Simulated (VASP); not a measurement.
A run of VASP 6.6.1 is set up as follows.

File INCAR:

```
SYSTEM = HfSi3W
PREC = Accurate
ENCUT = 600
EDIFF = 1E-7
ISMEAR = 0
SIGMA = 0.1
LREAL = .False.
LASPH = .True.
NELM = 80
ALGO = Normal
ISIF = 3
LWAVE = .False.
LCHARG = .False.
GGA = PE
IBRION = 2
NSW = 100
EDIFFG = -0.01
```

KPOINTS

```
regular mesh
0
Gamma
  12 12 12
  0 0 0
```

POSCAR

```
HfSi3W
1.0
   -1.7218312177      1.7218312177      6.6350366031
    1.7218312177     -1.7218312177      6.6350366031
    1.7218312177      1.7218312177     -6.6350366031
Hf Si W
1 3 1
Direct
    0.6109907063      0.6109907063      0.0000000000
    0.0133436204      0.0133436204      0.0000000000
    0.8214600560      0.8214600560      0.0000000000
    0.4232226863      0.4232226863      0.0000000000
    0.2429925710      0.2429925710      0.0000000000
```

Potentials or basis: VASP PAW PBE potentials, release 64 (Hf_pv, Si, W_sv).

Launch:

```sh
$ cat potpaw_PBE.64/Hf_pv/POTCAR potpaw_PBE.64/Si/POTCAR potpaw_PBE.64/W_sv/POTCAR > POTCAR
$ mpirun -np 1 vasp_std > vasp.out
```

Estimate the relaxed cell.

a = 7.100 Å, b = 7.100 Å, c = 7.100 Å, α = 151.99°, β = 151.99°, γ = 40.03°.

What does it give for the band gap on the k mesh?

Zero (bands 18 and 19 overlap by 0.69 eV).

Forces on the atoms (eV/Å):
```
Hf   0.000  0.000 -0.002
Si   0.000  0.000  0.001
Si   0.000  0.000  0.002
Si   0.000  0.000 -0.002
W    0.000  0.000  0.001
```

Caveat: spin-orbit coupling is left out, which moves the levels of the heavy elements.
